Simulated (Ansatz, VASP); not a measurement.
## Two plane-wave programs on TiHO

```
Ti H O
1.0
     3.58115    0.00000    0.00000
     0.00000    3.58115    0.00000
     0.00000    0.00000    5.06452
Ti H O
2 2 2
Direct
  0.00000 0.50000 0.00000
  0.50000 0.00000 0.50000
  0.50000 0.50000 0.25000
  0.50000 0.50000 0.75000
  0.00000 0.00000 0.75000
  0.00000 0.00000 0.25000
```

Alike in both runs: task single point; functional PBE; k mesh 6 × 6 × 4; occupations gaussian, width 0.1 eV; collinear spin.

|  | VASP | Ansatz |
| --- | --- | --- |
| version | VASP 6.6.1 | Ansatz 0.2.0 |
| potentials or method | VASP PAW PBE potentials, release 64 (Ti_sv, H, O), cutoff 520 eV | scalar-relativistic, plane waves, PAW |
| valence electrons in the cell | 38 | 38 |

Ansatz gave:

* gap on the k mesh at the Fermi level (eV): none
* pressure (GPa): -23.1
* traceless stress, the component that is largest in VASP (GPa): 4.90
* net moment per atom (μB): 0.00
* size of the moment on the site where the two differ most (μB): 0.53

Problem. Estimate VASP's values.

Solution. gap on the k mesh at the Fermi level (eV): none; pressure (GPa): -23.0; traceless stress, the component that is largest in VASP (GPa): 4.91; net moment per atom (μB): 0.00; size of the moment on the site where the two differ most (μB): 0.63.

Site moments also hang on the region over which each program counts them. A gap of «none» marks a metal or a gap that the smearing closes. With one functional, cell and mesh, what is left measures potentials, basis and numerics. Ansatz's warnings: spin hold released.
